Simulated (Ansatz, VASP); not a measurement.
One calculation of PbF2, two programs

```xyz
3
Lattice="0.0000 3.0105 2.8901 3.0105 0.0000 2.8901 3.0105 3.0105 0.0000" Properties=species:S:1:pos:R:3 pbc="T T T"
Pb    0.0000    0.0000    0.0000
F     1.5053    1.5053    1.4451
F     4.5158    4.5158    4.3352
```

Alike in both runs: task single point; functional PBE; k mesh 8 × 8 × 8; occupations gaussian, width 0.05 eV; no spin polarisation.

```csv
,VASP,Ansatz
version,VASP 6.6.1,Ansatz 0.2.0
potentials or method,"VASP PAW PBE potentials, release 64 (Pb_d, F), cutoff 520 eV","scalar-relativistic, plane waves, PAW"
valence electrons in the cell,28,28
```

VASP gave:

```
gap on the k mesh at the Fermi level (eV)                     : 4.26
least direct gap on the mesh (eV)                             : 4.52
pressure (GPa)                                                : 1.9
traceless stress, the component that is largest in VASP (GPa) : 1.43
```

Q: Estimate Ansatz's values.

A: gap on the k mesh at the Fermi level (eV): 4.27; least direct gap on the mesh (eV): 4.52; pressure (GPa): 2.2; traceless stress, the component that is largest in VASP (GPa): 1.43.

Neither program's run includes spin-orbit coupling.
